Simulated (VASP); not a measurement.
# KCl (Fm-3m) in VASP: a series of runs

KCl is run at these levels: r2SCAN; tasks: single point.

Everything below comes from runs of VASP 6.6.1. Logs are shortened: lines on timing, memory, paths and dates and some standing lists are left out, and cuts for length are marked.

## (1) The cell of the first run

The structure is cubic, space group Fm-3m (No. 225). Conventional cell: a = 6.161 Å, b = 6.161 Å, c = 6.161 Å, α = 90.00°, β = 90.00°, γ = 90.00°. K (site symmetry m-3m) has 6 Cl at 3.08 Å within 4.1 Å. Cl (site symmetry m-3m) has 6 K at 3.08 Å within 4.1 Å.

## (2) Single point, r2SCAN (volume changed by -6%)

File POSCAR:

```
KCl
1.0
    0.0000000000      3.0806497184      3.0806497184
    3.0806497184      0.0000000000      3.0806497184
    3.0806497184      3.0806497184      0.0000000000
K Cl
1 1
Direct
    0.0000000000      0.0000000000      0.0000000000
    0.5000000000      0.5000000000      0.5000000000
```

File INCAR.step1:

```
ALGO = Normal
EDIFF = 1E-4
ENCUT = 520
GGA = PE
ISMEAR = 0
LASPH = True
LCHARG = False
LREAL = False
LWAVE = True
NBANDS = 15
NELM = 60
PREC = Accurate
SIGMA = 0.01
```

File INCAR.step2:

```
ALGO = Normal
EDIFF = 1E-6
ENCUT = 520
ISIF = 2
ISMEAR = 0
ISTART = 1
LASPH = True
LCHARG = True
LELF = True
LMIXTAU = True
LREAL = False
LVHAR = True
LWAVE = False
METAGGA = R2SCAN
NBANDS = 15
NELM = 60
PREC = Accurate
SIGMA = 0.01
```

File KPOINTS:

```
k-points
0
Gamma
  6 6 6
```

Potentials or basis: VASP PAW PBE potentials, release 64 (K_sv, Cl).

Command:

```console
$ cat potpaw_PBE.64/K_sv/POTCAR potpaw_PBE.64/Cl/POTCAR > POTCAR
$ cp INCAR.step1 INCAR
$ mpirun -np 1 vasp_std > vasp.out
$ cp INCAR.step2 INCAR
$ mpirun -np 1 vasp_std > vasp.out
```

OUTCAR:

```text
EDIFF = 1E-6
   ENCUT = 520
   ISIF = 2
   ISMEAR = 0
   ISTART = 1
   LASPH = True
   LREAL = False
   METAGGA = R2SCAN
   NELM = 60
   PREC = Accurate

 ion  position               nearest neighbor table
   1  0.000  0.000  0.000-   2 3.08   2 3.08   2 3.08   2 3.08   2 3.08   2 3.08
   2  0.500  0.500  0.500-   1 3.08   1 3.08   1 3.08   1 3.08   1 3.08   1 3.08

  LATTYP: Found a face centered cubic cell.
 ALAT       =     6.1612994368

  Lattice vectors:

 A1 = (   0.0000000000,   3.0806497184,   3.0806497184)
 A2 = (   3.0806497184,   0.0000000000,   3.0806497184)
 A3 = (   3.0806497184,   3.0806497184,   0.0000000000)

Analysis of symmetry for initial positions (statically):
=====================================================================
 Subroutine PRICEL returns:
 Original cell was already a primitive cell.

 Routine SETGRP: Setting up the symmetry group for a
 face centered cubic supercell.

 Subroutine GETGRP returns: Found 48 space group operations
[... 9 lines left out ...]

 Routine SETGRP: Setting up the symmetry group for a
 face centered cubic supercell.

 Subroutine GETGRP returns: Found 48 space group operations
 (whereof 48 operations were pure point group operations)
 out of a pool of 48 trial point group operations.

The dynamic configuration has the point symmetry O_h .

 Subroutine INISYM returns: Found 48 space group operations
 (whereof 48 operations are pure point group operations),
 and found     1 'primitive' translations

----------------------------------------------------------------------------------------

                                     Primitive cell

  volume of cell :      58.4732

  direct lattice vectors                    reciprocal lattice vectors
     0.000000000  3.080649718  3.080649718    -0.162303425  0.162303425  0.162303425
     3.080649718  0.000000000  3.080649718     0.162303425 -0.162303425  0.162303425
     3.080649718  3.080649718  0.000000000     0.162303425  0.162303425 -0.162303425

  length of vectors
     4.356696613  4.356696613  4.356696613     0.281117778  0.281117778  0.281117778

  position of ions in fractional coordinates (direct lattice)
     0.000000000  0.000000000  0.000000000
     0.500000000  0.500000000  0.500000000

  ion indices of the primitive-cell ions
   primitive index   ion index
                 1           1
                 2           2

----------------------------------------------------------------------------------------

 KPOINTS: k-points

Automatic generation of k-mesh.
 Grid dimensions read from file:
 generate k-points for:    6    6    6

 Generating k-lattice:

  Cartesian coordinates                     Fractional coordinates (reciprocal lattice)
    -0.027050571  0.027050571  0.027050571     0.166666667  0.000000000  0.000000000
     0.027050571 -0.027050571  0.027050571     0.000000000  0.166666667  0.000000000
     0.027050571  0.027050571 -0.027050571     0.000000000  0.000000000  0.166666667

  Length of vectors
     0.046852963  0.046852963  0.046852963

  Shift w.r.t. Gamma in fractional coordinates (k-lattice)
     0.000000000  0.000000000  0.000000000

 Subroutine IBZKPT returns following result:
 ===========================================

 Found     16 irreducible k-points:

 Following reciprocal coordinates:
            Coordinates               Weight
  0.000000  0.000000  0.000000      1.000000
  0.166667  0.000000  0.000000      8.000000
  0.333333  0.000000  0.000000      8.000000
  0.500000  0.000000  0.000000      4.000000
  0.166667  0.166667  0.000000      6.000000
  0.333333  0.166667  0.000000     24.000000
[... 8 lines left out ...]
 -0.333333  0.333333  0.166667     24.000000
 -0.333333  0.500000  0.166667     12.000000
   k-points           NKPTS =     16   k-points in BZ     NKDIM =     16   number of bands    NBANDS=     15
   number of dos      NEDOS =    301   number of ions     NIONS =      2
   total plane-waves  NPLWV =  32768
   dimension x,y,z NGX =    32 NGY =   32 NGZ =   32
   dimension x,y,z NGXF=    64 NGYF=   64 NGZF=   64
   ions per type =               1   1
   NGX,Y,Z   is equivalent  to a cutoff of  12.21, 12.21, 12.21 a.u.
   NGXF,Y,Z  is equivalent  to a cutoff of  24.42, 24.42, 24.42 a.u.
 SYSTEM =  unknown system
   PREC   = accura    normal or accurate (medium, high low for compatibility)
   ISTART =      1    job   : 0-new  1-cont  2-samecut
   ICHARG =      0    charge: 1-file 2-atom 10-const
   ISPIN  =      1    spin polarized calculation?
   LNONCOLLINEAR =      F non collinear calculations
   LSORBIT =      F    spin-orbit coupling
   LASPH  =      T    aspherical Exc in radial PAW
   ENCUT  =  520.0 eV  38.22 Ry    6.18 a.u.   8.10  8.10  8.10*2*pi/ulx,y,z
   NELM   =     60;   NELMIN=  2; NELMDL=  0     # of ELM steps
   EDIFF  = 0.1E-05   stopping-criterion for ELM
   LREAL  =      F    real-space projection
   EDIFFG = 0.1E-04   stopping-criterion for IOM
   NSW    =      0    number of steps for IOM
   IBRION =     -1    ionic relax: 0-MD 1-quasi-New 2-CG
   NFREE  =      0    steps in history (QN), initial steepest desc. (CG)
   ISIF   =      2    stress and relaxation
   ISYM   =      2    0-nonsym 1-usesym 2-fastsym
   POTIM  = 0.5000    time-step for ionic-motion
   TEBEG  =    0.0;   TEEND  =   0.0 temperature during run
   PSTRESS=    0.0 pullay stress
   NELECT =      16.0000    total number of electrons
   NUPDOWN=      -1.0000    fix difference up-down
   EMIN   =  10.00;   EMAX   =-10.00  energy-range for DOS
   EFERMI =   0.00;   METHOD = LEGACY
   ISMEAR =     0;   SIGMA  =   0.01  broadening in eV -4-tet -1-fermi 0-gaus
   EFERMI_NEDOS =   21; number of points for ismear=-14 and -15
   IALGO  =     38    algorithm
   IMIX   =      4    mixing-type and parameters
     AMIX     =   0.40;   BMIX     =  1.00
     AMIX_MAG =   1.60;   BMIX_MAG =  1.00
  volume/ion in A,a.u.               =      29.24       197.30
  Fermi-wavevector in a.u.,A,eV,Ry     =   1.062827  2.008451 15.369153  1.129601
  Thomas-Fermi vector in A             =   2.198291
   LORBIT       =      0    0 simple, 1 ext, 2 COOP (PROOUT), +10 PAW based schemes
   METAGGA = R2SCAN    functional components
   LHFCALC =     F    Hartree Fock is set to
   AEXX    =    0.0000 exact exchange contribution
   IVDW    =     0    specifies the selected vdW correction
   LEPSILON=     F    determine dielectric tensor
   LRPA    =     F    only Hartree local field effects (RPA)
 non-spin polarized calculation
 Gauss-broadening in eV      SIGMA  =   0.01
  energy-cutoff  :      520.00
  volume of cell :       58.47
 maximum number of plane-waves:      1591
   NGX = 17   NGY = 17   NGZ = 17

 number of electron      16.0000000 magnetization

 Free energy of the ion-electron system (eV)
  ---------------------------------------------------
  ext. energy  EPLUGINS =         0.00000000
  ---------------------------------------------------
  free energy    TOTEN  =       -16.48951901 eV

  energy without entropy =      -16.48951901  energy(sigma->0) =      -16.48951901

 E-fermi :  -1.8654     XC(G=0):  -8.2410

 val. band max:       -2.0002138852   @ k =   0.0000   0.0000   0.0000
 cond. band min:       4.0637031060   @ k =   0.0000   0.0000   0.0000
 fundamental gap:      6.0639169911
 Fermi energy:        -1.8653587635

 k-point     1 :       0.0000    0.0000    0.0000
  band No.  band energies     occupation
      1     -30.1192      2.00000
      2     -14.7474      2.00000
      3     -12.8121      2.00000
      4     -12.8121      2.00000
      5     -12.8121      2.00000
      6      -2.0002      2.00000
      7      -2.0002      2.00000
      8      -2.0002      2.00000
      9       4.0637      0.00000
     10       7.0519      0.00000
     11       7.0519      0.00000
     12       7.0519      0.00000
     13       8.1326      0.00000
     14       8.1326      0.00000
     15      11.6074      0.00000

 k-point     2 :       0.1667    0.0000    0.0000
  band No.  band energies     occupation
      1     -30.1156      2.00000
      2     -14.7994      2.00000
      3     -12.8145      2.00000
      4     -12.8144      2.00000
      5     -12.7425      2.00000
      6      -2.3416      2.00000
      7      -2.0994      2.00000
      8      -2.0994      2.00000
      9       4.7342      0.00000
     10       6.8488      0.00000
     11       7.4343      0.00000
     12       7.4344      0.00000
     13       8.5597      0.00000
     14       8.5597      0.00000
     15      12.6987      0.00000

 k-point     3 :       0.3333    0.0000    0.0000
  band No.  band energies     occupation
      1     -30.1083      2.00000
      2     -14.8945      2.00000
      3     -12.8192      2.00000
      4     -12.8192      2.00000
      5     -12.6113      2.00000
      6      -2.9130      2.00000
      7      -2.2868      2.00000
      8      -2.2868      2.00000
      9       5.9137      0.00000
     10       7.0241      0.00000
     11       8.4809      0.00000
     12       8.4809      0.00000
     13       9.6365      0.00000
     14       9.6365      0.00000
     15      12.1631      0.00000

 k-point     4 :       0.5000    0.0000    0.0000
  band No.  band energies     occupation
      1     -30.1046      2.00000
      2     -14.9385      2.00000
      3     -12.8215      2.00000
      4     -12.8215      2.00000
      5     -12.5486      2.00000
      6      -3.1621      2.00000
      7      -2.3756      2.00000
      8      -2.3755      2.00000
      9       6.3175      0.00000
     10       7.4934      0.00000
     11       9.5253      0.00000
     12       9.5253      0.00000
     13      10.4032      0.00000
     14      10.4032      0.00000
     15      11.2945      0.00000
[... 163 lines left out ...]
 k-point    14 :       0.5000    0.3333    0.1667
  band No.  band energies     occupation
      1     -30.1038      2.00000
      2     -14.8035      2.00000
      3     -12.8890      2.00000
      4     -12.8551      2.00000
      5     -12.6985      2.00000
      6      -2.8296      2.00000
      7      -2.3567      2.00000
      8      -2.3281      2.00000
      9       6.0774      0.00000
     10       6.7876      0.00000
     11       8.8985      0.00000
     12       9.5031      0.00000
     13       9.7626      0.00000
     14      10.1362      0.00000
     15      11.0584      0.00000

 k-point    15 :      -0.3333    0.3333    0.1667
  band No.  band energies     occupation
      1     -30.1015      2.00000
      2     -14.7882      2.00000
      3     -12.9081      2.00000
      4     -12.8859      2.00000
      5     -12.6898      2.00000
      6      -2.7819      2.00000
      7      -2.4810      2.00000
      8      -2.3974      2.00000
      9       6.6280      0.00000
     10       6.8818      0.00000
     11       8.9639      0.00000
     12       9.1363      0.00000
     13      10.2393      0.00000
     14      11.0677      0.00000
     15      11.0795      0.00000

 k-point    16 :      -0.3333    0.5000    0.1667
  band No.  band energies     occupation
      1     -30.1005      2.00000
      2     -14.7070      2.00000
      3     -12.9636      2.00000
      4     -12.9091      2.00000
      5     -12.7555      2.00000
      6      -2.6196      2.00000
      7      -2.4698      2.00000
      8      -2.3882      2.00000
      9       5.7856      0.00000
     10       7.7067      0.00000
     11       8.2826      0.00000
     12       9.3450      0.00000
     13      10.0650      0.00000
     14      10.7733      0.00000
     15      11.4880      0.00000

------------------------ aborting loop because EDIFF is reached ----------------------------------------

  FORCE on cell =-STRESS in cart. coord.  units (eV):
  Direction    XX          YY          ZZ          XY          YZ          ZX
  --------------------------------------------------------------------------------------
  -------------------------------------------------------------------------------------
  Total        0.5174435      0.5174435      0.5174435      0.0000000     -0.0000000     -0.0000000
  in kB       14.1780522     14.1780522     14.1780522      0.0000000     -0.0000000     -0.0000000
  external PRESSURE =      14.1780522 kB  Pullay stress =       0.0000000 kB

 VOLUME and BASIS-vectors are now :
 -----------------------------------------------------------------------------
  energy-cutoff  :      520.00
  volume of cell :       58.47
      direct lattice vectors                 reciprocal lattice vectors
     0.000000000  3.080649718  3.080649718    -0.162303425  0.162303425  0.162303425
     3.080649718  0.000000000  3.080649718     0.162303425 -0.162303425  0.162303425
     3.080649718  3.080649718  0.000000000     0.162303425  0.162303425 -0.162303425

 POSITION                                       TOTAL-FORCE (eV/Angst)
 -----------------------------------------------------------------------------------
      0.00000      0.00000      0.00000        -0.000000     -0.000000      0.000000
      3.08065      3.08065      3.08065         0.000000      0.000000      0.000000
 -----------------------------------------------------------------------------------
    total drift:                                0.000000     -0.000000     -0.000000

  FREE ENERGIE OF THE ION-ELECTRON SYSTEM (eV)
  ---------------------------------------------------
  free  energy   TOTEN  =       -16.4895190127 eV

  energy  without entropy=      -16.4895190127  energy(sigma->0) =      -16.48951901
```

Run time: 21 s. Hardware: 1 thread of Intel Xeon Platinum 8559C (Emerald Rapids), shared host; peak memory 0.18 GiB.

Results:

```yaml
Free_energy: -16.4895 eV
Pressure: 1.4 GPa
Band_gap_on_the_k_mesh: 6.06 eV, direct
```

Levels at points of the mesh, in eV from the valence-band top:
| k point | band 6 | band 7 | band 8 | band 9 | band 10 | band 11 |
| --- | --- | --- | --- | --- | --- | --- |
| (0.00, 0.00, 0.00) | 0.00 | 0.00 | 0.00 | 6.06 | 9.05 | 9.05 |
| (0.50, 0.00, 0.00) | -1.16 | -0.38 | -0.38 | 8.32 | 9.49 | 11.53 |
| (0.50, 0.50, 0.00) | -0.71 | -0.24 | -0.24 | 6.97 | 9.52 | 11.09 |

Caveat: the PAW data sets were made with another functional, which shifts forces and pressure a little.

## (3) Single point, r2SCAN (volume changed by -3%)

File POSCAR:

```
KCl
1.0
    0.0000000000      3.1130799933      3.1130799933
    3.1130799933      0.0000000000      3.1130799933
    3.1130799933      3.1130799933      0.0000000000
K Cl
1 1
Direct
    0.0000000000      0.0000000000      0.0000000000
    0.5000000000      0.5000000000      0.5000000000
```

File INCAR.step1:

```
PREC = Accurate
ENCUT = 520
ISMEAR = 0
SIGMA = 0.01
LREAL = False
LASPH = True
NELM = 80
NBANDS = 15
GGA = PE
ALGO = Normal
EDIFF = 1E-4
LWAVE = True
LCHARG = False
```

File INCAR.step2:

```
PREC = Accurate
ENCUT = 520
EDIFF = 1E-6
ISMEAR = 0
SIGMA = 0.01
LREAL = False
LASPH = True
NELM = 80
ALGO = Normal
ISIF = 2
LWAVE = False
LCHARG = False
METAGGA = R2SCAN
LMIXTAU = True
NBANDS = 15
ISTART = 1
```

File KPOINTS:

```
regular mesh
0
Gamma
  6 6 6
```

Potentials or basis: VASP PAW PBE potentials, release 64 (K_sv, Cl).

Command:

```console
$ cat potpaw_PBE.64/K_sv/POTCAR potpaw_PBE.64/Cl/POTCAR > POTCAR
$ cp INCAR.step1 INCAR
$ mpirun -np 1 vasp_std > vasp.out
$ cp INCAR.step2 INCAR
$ mpirun -np 1 vasp_std > vasp.out
```

Run time: 31 s. Hardware: 1 thread of Intel Xeon Platinum 8559C (Emerald Rapids), shared host; peak memory 0.21 GiB.

It converged, with:

```yaml
Free_energy: -16.5021 eV
Pressure: 0.7 GPa
Band_gap_on_the_k_mesh: 5.95 eV, direct
```

Levels at points of the mesh, in eV from the valence-band top:
```csv
k point,band 6,band 7,band 8,band 9,band 10,band 11
"(0.00, 0.00, 0.00)",0.00,0.00,0.00,5.95,9.05,9.05
"(0.50, 0.00, 0.00)",-1.10,-0.35,-0.35,8.23,9.37,11.43
"(0.50, 0.50, 0.00)",-0.69,-0.23,-0.23,7.00,9.37,10.89
```

Caveat: the PAW data sets were made with another functional, which shifts forces and pressure a little.

[end of part 1 of 2]
